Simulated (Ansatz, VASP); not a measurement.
# One calculation of InSe, two programs

```
In Se
1.0
     5.82639   -2.05465    0.00000
     5.82639    2.05465    0.00000
    -1.72323    0.00000    4.86677
In Se
2 2
Direct
  0.88820 0.88820 0.04684
  0.11180 0.11180 0.95316
  0.66093 0.66093 0.66896
  0.33907 0.33907 0.33104
```

Alike in both runs: functional PBEsol; k mesh 6 × 6 × 5; occupations fermi-dirac, width 0.05 eV; no spin polarisation.

```csv
,VASP,Ansatz
version,VASP 6.6.1,Ansatz 0.2.0
potentials or method,"VASP PAW PBE potentials, release 64 (In_d, Se)",Ansatz PAW
plane-wave cutoff (eV),520,420
valence electrons in the cell,38,58
task,single point,band structure
```

```tsv
	VASP	Ansatz	Ansatz less VASP
gap on the k mesh at the Fermi level (eV)	1.25	1.26	+0.006
least direct gap on the mesh (eV)	1.39	1.39	+0.004
pressure (GPa)	-1.9	-1.9	-0.05
traceless stress, the component that is largest in VASP (GPa)	-0.25	-0.25	-0.004
rms of the force components (eV/Å)	0.087	0.097	+0.0092
```

VASP's potentials were made for PBE, not for PBEsol. Atom by atom the forces differ by 0.010 eV/Å (rms over components). VASP's potentials hold 38 valence electrons a cell and Ansatz's 58, so a difference there can come from the potentials and not from the codes.

Noted on Ansatz's run: the k mesh misses the band edges, so the gap on the mesh is wider than the one along the path.
